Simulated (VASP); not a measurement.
# ReAgF6 (R-3) in VASP: settings compared

ReAgF6 is run at these levels: r2SCAN+D3(BJ), r2SCAN; tasks: single point.

Everything below comes from runs of VASP 6.6.1. Logs are shortened: lines on timing, memory, paths and dates and some standing lists are left out, and cuts for length are marked.

## 1. The cell of the first run

It takes space group R-3 (No. 148, trigonal). Conventional cell: a = 7.104 Å, b = 7.104 Å, c = 7.071 Å, α = 90.00°, β = 90.00°, γ = 120.00°. Within 2.5 Å of F (site symmetry 1) lie 1 Re at 1.89 Å. Re (site symmetry -3) has 6 F at 1.89 Å within 2.5 Å. Ag (site symmetry -3) has 12 F at 2.67 to 2.84 Å and 2 Re at 3.54 Å within 3.6 Å.

## 2. Single point, r2SCAN+D3(BJ)

Input file POSCAR:

```
ReAgF6
1.0
    3.5520900910      2.0508017441      2.3569726684
   -3.5520900910      2.0508017441      2.3569726684
    0.0000000000     -4.1015987667      2.3569767765
F Re Ag
6 1 1
Direct
    0.2226947742      0.9221246757      0.3346972716
    0.3346972716      0.2226947742      0.9221246757
    0.9221246757      0.3346972716      0.2226947742
    0.7773052258      0.0778753243      0.6653027284
    0.6653027284      0.7773052258      0.0778753243
    0.0778753243      0.6653027284      0.7773052258
    0.0000000000      0.0000000000      0.0000000000
    0.5000000000      0.5000000000      0.5000000000
```

Input file INCAR.step1:

```
ALGO = Normal ; EDIFF = 1E-4
ENCUT = 520 ; GGA = PE
ISMEAR = -1 ; LASPH = T
LCHARG = F ; LREAL = F
LWAVE = T ; NBANDS = 40
NELM = 80 ; PREC = Accurate
SIGMA = 0.1
```

Input file INCAR.step2:

```
ALGO = Normal ; EDIFF = 1E-6
ENCUT = 520 ; ISIF = 2
ISMEAR = -1 ; ISTART = 1
IVDW = 12 ; LASPH = T
LCHARG = T ; LELF = T
LMIXTAU = T ; LREAL = F
LVHAR = T ; LWAVE = F
METAGGA = R2SCAN ; NBANDS = 40
NELM = 80 ; PREC = Accurate
SIGMA = 0.1 ; VDW_A1 = 0.49484001
VDW_A2 = 5.73083694 ; VDW_S6 = 1.0
VDW_S8 = 0.78981345
```

Input file KPOINTS:

```
k-points
0
Gamma
  4 4 4
```

Potentials or basis: VASP PAW PBE potentials, release 64 (F, Re, Ag).

Started as:

```bash
$ cat potpaw_PBE.64/F/POTCAR potpaw_PBE.64/Re/POTCAR potpaw_PBE.64/Ag/POTCAR > POTCAR
$ cp INCAR.step1 INCAR
$ mpirun -np 1 vasp_std > vasp.out
$ cp INCAR.step2 INCAR
$ mpirun -np 1 vasp_std > vasp.out
```

OUTCAR:

```text
EDIFF = 1E-6
   ENCUT = 520
   ISIF = 2
   ISMEAR = -1
   ISTART = 1
   IVDW = 12
   LASPH = T
   LREAL = F
   METAGGA = R2SCAN
   NELM = 80
   PREC = Accurate
 IVDW          = 12

 ion  position               nearest neighbor table
   1  0.223  0.922  0.335-   7 1.89   8 2.67
   2  0.335  0.223  0.922-   7 1.89   8 2.67
   3  0.922  0.335  0.223-   7 1.89   8 2.67
   4  0.777  0.078  0.665-   7 1.89   8 2.67
   5  0.665  0.777  0.078-   7 1.89   8 2.67
   6  0.078  0.665  0.777-   7 1.89   8 2.67
   7  0.000  0.000  0.000-   3 1.89   6 1.89   4 1.89   1 1.89   5 1.89   2 1.89
   8  0.500  0.500  0.500-   1 2.67   4 2.67   3 2.67   6 2.67   5 2.67   2 2.67

  LATTYP: Found a trigonal (rhomboedric) cell.
 ALAT       =     4.7305868524
 COS(alpha) =    -0.1276333173

  Lattice vectors:

 A1 = (   3.5520900910,   2.0508017441,   2.3569726684)
 A2 = (  -3.5520900910,   2.0508017441,   2.3569726684)
 A3 = (   0.0000000000,  -4.1015987667,   2.3569767765)

Analysis of symmetry for initial positions (statically):
=====================================================================
 Subroutine PRICEL returns:
 Original cell was already a primitive cell.

 Routine SETGRP: Setting up the symmetry group for a
 trigonal (rhombohedral) supercell.

 Subroutine GETGRP returns: Found  6 space group operations
 (whereof  6 operations were pure point group operations)
 out of a pool of 12 trial point group operations.

The static configuration has the point symmetry S_6 .

Analysis of symmetry for dynamics (positions and initial velocities):
=====================================================================
 Subroutine PRICEL returns:
 Original cell was already a primitive cell.

 Routine SETGRP: Setting up the symmetry group for a
 trigonal (rhombohedral) supercell.

 Subroutine GETGRP returns: Found  6 space group operations
 (whereof  6 operations were pure point group operations)
 out of a pool of 12 trial point group operations.

The dynamic configuration has the point symmetry S_6 .

 Subroutine INISYM returns: Found  6 space group operations
 (whereof  6 operations are pure point group operations),
 and found     1 'primitive' translations

----------------------------------------------------------------------------------------

                                     Primitive cell

  volume of cell :     103.0181

  direct lattice vectors                    reciprocal lattice vectors
     3.552090091  2.050801744  2.356972668     0.140762196  0.081269186  0.141424216
    -3.552090091  2.050801744  2.356972668    -0.140762196  0.081269186  0.141424216
     0.000000000 -4.101598767  2.356976776     0.000000000 -0.162538089  0.141424379

  length of vectors
     4.730586852  4.730586852  4.730586852     0.215451816  0.215451816  0.215451816

  position of ions in fractional coordinates (direct lattice)
     0.222694774  0.922124676  0.334697272
     0.334697272  0.222694774  0.922124676
     0.922124676  0.334697272  0.222694774
     0.777305226  0.077875324  0.665302728
     0.665302728  0.777305226  0.077875324
     0.077875324  0.665302728  0.777305226
     0.000000000  0.000000000  0.000000000
     0.500000000  0.500000000  0.500000000

  ion indices of the primitive-cell ions
   primitive index   ion index
                 1           1
                 2           2
                 3           3
                 4           4
                 5           5
                 6           6
                 7           7
                 8           8

----------------------------------------------------------------------------------------

 KPOINTS: k-points

Automatic generation of k-mesh.
 Grid dimensions read from file:
 generate k-points for:    4    4    4

 Generating k-lattice:

  Cartesian coordinates                     Fractional coordinates (reciprocal lattice)
     0.035190549  0.020317296  0.035356054     0.250000000  0.000000000  0.000000000
    -0.035190549  0.020317296  0.035356054     0.000000000  0.250000000  0.000000000
     0.000000000 -0.040634522  0.035356095     0.000000000  0.000000000  0.250000000

  Length of vectors
     0.053862954  0.053862954  0.053862954

  Shift w.r.t. Gamma in fractional coordinates (k-lattice)
     0.000000000  0.000000000  0.000000000

 Subroutine IBZKPT returns following result:
 ===========================================

 Found     14 irreducible k-points:

 Following reciprocal coordinates:
            Coordinates               Weight
  0.000000  0.000000  0.000000      1.000000
  0.250000 -0.000000  0.000000      6.000000
  0.500000 -0.000000  0.000000      3.000000
  0.250000  0.250000  0.000000      6.000000
  0.500000  0.250000  0.000000      6.000000
  0.500000 -0.000000 -0.250000      6.000000
 -0.250000  0.250000  0.000000      6.000000
  0.500000  0.500000  0.000000      3.000000
  0.250000  0.250000  0.250000      2.000000
  0.500000  0.250000  0.250000      6.000000
 -0.250000  0.250000  0.250000      6.000000
  0.500000  0.500000  0.250000      6.000000
 -0.250000  0.500000  0.250000      6.000000
  0.500000  0.500000  0.500000      1.000000
   k-points           NKPTS =     14   k-points in BZ     NKDIM =     14   number of bands    NBANDS=     40
   number of dos      NEDOS =    301   number of ions     NIONS =      8
   total plane-waves  NPLWV =  46656
   dimension x,y,z NGX =    36 NGY =   36 NGZ =   36
   dimension x,y,z NGXF=    72 NGYF=   72 NGZF=   72
   ions per type =               6   1   1
   NGX,Y,Z   is equivalent  to a cutoff of  12.65, 12.65, 12.65 a.u.
   NGXF,Y,Z  is equivalent  to a cutoff of  25.30, 25.30, 25.30 a.u.
 SYSTEM =  unknown system
   PREC   = accura    normal or accurate (medium, high low for compatibility)
   ISTART =      1    job   : 0-new  1-cont  2-samecut
   ICHARG =      0    charge: 1-file 2-atom 10-const
   ISPIN  =      1    spin polarized calculation?
   LNONCOLLINEAR =      F non collinear calculations
   LSORBIT =      F    spin-orbit coupling
   LASPH  =      T    aspherical Exc in radial PAW
   ENCUT  =  520.0 eV  38.22 Ry    6.18 a.u.   8.80  8.80  8.80*2*pi/ulx,y,z
   NELM   =     80;   NELMIN=  2; NELMDL=  0     # of ELM steps
   EDIFF  = 0.1E-05   stopping-criterion for ELM
   LREAL  =      F    real-space projection
   EDIFFG = 0.1E-04   stopping-criterion for IOM
   NSW    =      0    number of steps for IOM
   IBRION =     -1    ionic relax: 0-MD 1-quasi-New 2-CG
   NFREE  =      0    steps in history (QN), initial steepest desc. (CG)
   ISIF   =      2    stress and relaxation
   ISYM   =      2    0-nonsym 1-usesym 2-fastsym
   POTIM  = 0.5000    time-step for ionic-motion
   TEBEG  =    0.0;   TEEND  =   0.0 temperature during run
   PSTRESS=    0.0 pullay stress
   NELECT =      60.0000    total number of electrons
   NUPDOWN=      -1.0000    fix difference up-down
   EMIN   =  10.00;   EMAX   =-10.00  energy-range for DOS
   EFERMI =   0.00;   METHOD = LEGACY
   ISMEAR =    -1;   SIGMA  =   0.10  broadening in eV -4-tet -1-fermi 0-gaus
   EFERMI_NEDOS =   21; number of points for ismear=-14 and -15
   IALGO  =     38    algorithm
   IMIX   =      4    mixing-type and parameters
     AMIX     =   0.40;   BMIX     =  1.00
     AMIX_MAG =   1.60;   BMIX_MAG =  1.00
  volume/ion in A,a.u.               =      12.88        86.90
  Fermi-wavevector in a.u.,A,eV,Ry     =   1.367165  2.583566 25.431179  1.869139
  Thomas-Fermi vector in A             =   2.493241
   LORBIT       =      0    0 simple, 1 ext, 2 COOP (PROOUT), +10 PAW based schemes
   METAGGA = R2SCAN    functional components
   LHFCALC =     F    Hartree Fock is set to
   AEXX    =    0.0000 exact exchange contribution
   IVDW    =    12    specifies the selected vdW correction
   LEPSILON=     F    determine dielectric tensor
   LRPA    =     F    only Hartree local field effects (RPA)
 non-spin polarized calculation
  energy-cutoff  :      520.00
  volume of cell :      103.02
 maximum number of plane-waves:      2790
   NGX = 17   NGY = 17   NGZ = 17

 number of electron      60.0000028 magnetization

 Free energy of the ion-electron system (eV)
  ---------------------------------------------------
  ext. energy  EPLUGINS =         0.00000000
  ---------------------------------------------------
  free energy    TOTEN  =      -107.58808467 eV

  energy without entropy =     -107.23622809  energy(sigma->0) =     -107.41215638

 E-fermi :   2.3285     XC(G=0): -10.7319

 val. band max:        2.3260993092   @ k =   0.5000  -0.0000   0.0000
 cond. band min:       2.3303440974   @ k =   0.2500   0.2500   0.2500
 fundamental gap:      0.0042447882
 Fermi energy:         2.3284613532

 k-point     1 :       0.0000    0.0000    0.0000
  band No.  band energies     occupation
      1     -24.1883      2.00000
      2     -23.6336      2.00000
      3     -23.6336      2.00000
      4     -23.1577      2.00000
      5     -23.1577      2.00000
      6     -23.1196      2.00000
[... 32 lines left out ...]
     39      12.0853      0.00000
     40      15.2133      0.00000

 k-point     2 :       0.2500   -0.0000    0.0000
  band No.  band energies     occupation
      1     -24.1103      2.00000
      2     -23.6465      2.00000
      3     -23.6201      2.00000
      4     -23.2514      2.00000
      5     -23.1513      2.00000
      6     -23.1209      2.00000
[... 32 lines left out ...]
     39      12.8698      0.00000
     40      14.3521      0.00000

 k-point     3 :       0.5000   -0.0000    0.0000
  band No.  band energies     occupation
      1     -24.0196      2.00000
      2     -23.6438      2.00000
      3     -23.5825      2.00000
      4     -23.4084      2.00000
      5     -23.1591      2.00000
      6     -23.0983      2.00000
[... 423 lines left out ...]
  band No.  band energies     occupation
      1     -23.8956      2.00000
      2     -23.7154      2.00000
      3     -23.6731      2.00000
      4     -23.3152      2.00000
      5     -23.1855      2.00000
      6     -23.1199      2.00000
[... 32 lines left out ...]
     39      13.3753      0.00000
     40      13.6342      0.00000

 k-point    14 :       0.5000    0.5000    0.5000
  band No.  band energies     occupation
      1     -23.7495      2.00000
      2     -23.7495      2.00000
      3     -23.7374      2.00000
      4     -23.3093      2.00000
      5     -23.1764      2.00000
      6     -23.1764      2.00000
[... 32 lines left out ...]
     39      12.8777      0.00000
     40      12.8777      0.00000

------------------------ aborting loop because EDIFF is reached ----------------------------------------

 Edisp (eV)   -0.48746

 E8    (eV) :    -0.1379

  FORCE on cell =-STRESS in cart. coord.  units (eV):
  Direction    XX          YY          ZZ          XY          YZ          ZX
  --------------------------------------------------------------------------------------
  -------------------------------------------------------------------------------------
  Total       1.24432     1.24432     1.49733    -0.00000     0.00000    -0.00000
  in kB      19.35211    19.35211    23.28700    -0.00000     0.00000    -0.00000
  external pressure =       20.66 kB  Pullay stress =        0.00 kB

 VOLUME and BASIS-vectors are now :
 -----------------------------------------------------------------------------
  energy-cutoff  :      520.00
  volume of cell :      103.02
      direct lattice vectors                 reciprocal lattice vectors
     3.552090091  2.050801744  2.356972668     0.140762196  0.081269186  0.141424216
    -3.552090091  2.050801744  2.356972668    -0.140762196  0.081269186  0.141424216
     0.000000000 -4.101598767  2.356976776     0.000000000 -0.162538089  0.141424379

 POSITION                                       TOTAL-FORCE (eV/Angst)
 -----------------------------------------------------------------------------------
     -2.48444      0.97500      3.48718         0.272300     -0.271497      0.279807
      0.39784     -2.63908      3.48718         0.098973      0.371568      0.279807
      2.08660      1.66409      3.48718        -0.371274     -0.100070      0.279807
      2.48444     -0.97500      3.58374        -0.272300      0.271497     -0.279807
     -0.39784      2.63909      3.58374        -0.098973     -0.371568     -0.279807
     -2.08660     -1.66408      3.58374         0.371274      0.100070     -0.279807
      0.00000      0.00000      0.00000         0.000000      0.000000      0.000000
      0.00000      0.00000      3.53546         0.000000      0.000000      0.000000
 -----------------------------------------------------------------------------------
    total drift:                                0.000000     -0.000000      0.000000

  FREE ENERGIE OF THE ION-ELECTRON SYSTEM (eV)
  ---------------------------------------------------
  free  energy   TOTEN  =      -108.0755442134 eV

  energy  without entropy=     -107.7236876337  energy(sigma->0) =     -107.89961592
```

Run time: 11 min. Hardware: 1 thread of AMD EPYC, shared host; peak memory 0.22 GiB.

Results:

| Property | Result |
| --- | --- |
| Free energy | -108.0755 eV |
| Pressure | 2.1 GPa |
| Largest force | 0.476 eV/Å |
| Band gap on the k mesh | zero (bands 30 and 31 overlap by 0.16 eV) |
| Dispersion energy per atom | -0.061 eV |

Forces on the atoms (eV/Å):
```
F    0.272 -0.271  0.280
F    0.099  0.372  0.280
F   -0.371 -0.100  0.280
F   -0.272  0.271 -0.280
F   -0.099 -0.372 -0.280
F    0.371  0.100 -0.280
Re   0.000  0.000  0.000
Ag   0.000  0.000  0.000
```

Stress tensor (GPa, compression positive):
```
1.94 0.00 0.00
0.00 1.94 0.00
0.00 0.00 2.33
```

Levels at points of the mesh, in eV from the Fermi level:
```csv
k point,band 25,band 26,band 27,band 28,band 29,band 30,band 31,band 32,band 33,band 34
"(0.00, 0.00, 0.00)",-2.65,-2.65,-2.52,-2.42,-2.42,0.16,0.16,0.20,1.90,4.76
"(0.50, 0.00, 0.00)",-2.69,-2.55,-2.48,-2.37,-2.35,0.00,0.12,0.14,3.25,4.46
"(0.50, 0.50, 0.00)",-2.75,-2.73,-2.57,-2.50,-2.47,-0.12,0.08,0.20,3.21,4.88
"(0.50, 0.50, 0.50)",-2.70,-2.70,-2.65,-2.36,-2.36,-0.05,0.00,0.00,4.08,4.25
```

Caveat: three body term missing; the PAW data sets were made with another functional, which shifts forces and pressure a little; spin-orbit coupling is left out, which moves the levels of the heavy elements.

## 3. Single point, r2SCAN

This run uses another cell than the first one, of 13.08 Å³/atom.

Input file POSCAR:

```
ReAgF6
1.0
    3.5689922007      2.0605601911      2.3710714449
   -3.5689922007      2.0605601911      2.3710714449
    0.0000000000     -4.1211156324      2.3710755726
F Re Ag
6 1 1
Direct
    0.2231885763      0.9214882637      0.3316547405
    0.3316547405      0.2231885763      0.9214882637
    0.9214882637      0.3316547405      0.2231885763
    0.7768114237      0.0785117363      0.6683452595
    0.6683452595      0.7768114237      0.0785117363
    0.0785117363      0.6683452595      0.7768114237
    0.0000000000      0.0000000000      0.0000000000
    0.5000000000      0.5000000000      0.5000000000
```

Input file INCAR.step1:

```
SYSTEM = ReAgF6
PREC     = Accurate       ! precision mode
ENCUT    = 520            ! plane-wave cutoff, eV
ISMEAR   = -1             ! smearing method
SIGMA    = 0.1            ! smearing width, eV
LREAL    = .FALSE.        ! projectors in reciprocal space
LASPH    = .TRUE.         ! aspherical terms in the spheres
NELM     = 60             ! most SCF steps
NBANDS   = 40             ! bands
GGA      = PE             ! functional
ALGO     = Normal         ! electronic algorithm
EDIFF    = 1E-4           ! SCF threshold, eV
LWAVE    = .TRUE.         ! write WAVECAR
LCHARG   = .FALSE.        ! write CHGCAR
```

Input file INCAR.step2:

```
SYSTEM = ReAgF6
PREC     = Accurate       ! precision mode
ENCUT    = 520            ! plane-wave cutoff, eV
EDIFF    = 1E-6           ! SCF threshold, eV
ISMEAR   = -1             ! smearing method
SIGMA    = 0.1            ! smearing width, eV
LREAL    = .FALSE.        ! projectors in reciprocal space
LASPH    = .TRUE.         ! aspherical terms in the spheres
NELM     = 60             ! most SCF steps
ALGO     = Normal         ! electronic algorithm
ISIF     = 2              ! what is computed and relaxed
LWAVE    = .FALSE.        ! write WAVECAR
LCHARG   = .FALSE.        ! write CHGCAR
METAGGA  = R2SCAN         ! meta-GGA
LMIXTAU  = .TRUE.       
NBANDS   = 40             ! bands
ISTART   = 1
```

Input file KPOINTS:

```
Automatic mesh
0
G
  4 4 4
  0 0 0
```

Potentials or basis: VASP PAW PBE potentials, release 64 (F, Re, Ag).

Started as:

```bash
$ cat potpaw_PBE.64/F/POTCAR potpaw_PBE.64/Re/POTCAR potpaw_PBE.64/Ag/POTCAR > POTCAR
$ cp INCAR.step1 INCAR
$ mpirun -np 1 vasp_std > vasp.out
$ cp INCAR.step2 INCAR
$ mpirun -np 1 vasp_std > vasp.out
```

Wall time 8.7 min (1 thread of AMD EPYC, shared host); peak memory 0.21 GiB.

The run converged. Its results:

```yaml
Free_energy: -107.5920 eV
Pressure: 2.2 GPa
Largest_force: 0.474 eV/Å
Band_gap_on_the_k_mesh: zero (bands 30 and 31 overlap by 0.15 eV)
```

Forces on the atoms (eV/Å):
```
F    0.273 -0.269  0.279
F    0.096  0.371  0.279
F   -0.370 -0.102  0.279
F   -0.273  0.269 -0.279
F   -0.096 -0.371 -0.279
F    0.370  0.102 -0.279
Re   0.000  0.000  0.000
Ag   0.000  0.000  0.000
```

Stress tensor (GPa, compression positive):
```
2.09 0.00 0.00
0.00 2.09 0.00
0.00 0.00 2.47
```

Levels at points of the mesh, in eV from the Fermi level:
| k point | band 27 | band 28 | band 29 | band 30 | band 31 | band 32 |
| --- | --- | --- | --- | --- | --- | --- |
| (0.00, 0.00, 0.00) | -2.56 | -2.47 | -2.47 | 0.15 | 0.15 | 0.19 |
| (0.50, 0.00, 0.00) | -2.52 | -2.41 | -2.39 | 0.00 | 0.12 | 0.14 |
| (0.50, 0.50, 0.00) | -2.60 | -2.54 | -2.51 | -0.11 | 0.07 | 0.20 |
| (0.50, 0.50, 0.50) | -2.68 | -2.40 | -2.40 | -0.04 | 0.01 | 0.01 |

Caveat: the PAW data sets were made with another functional, which shifts forces and pressure a little; spin-orbit coupling is left out, which moves the levels of the heavy elements.

(Continued in part 2 of 2.)
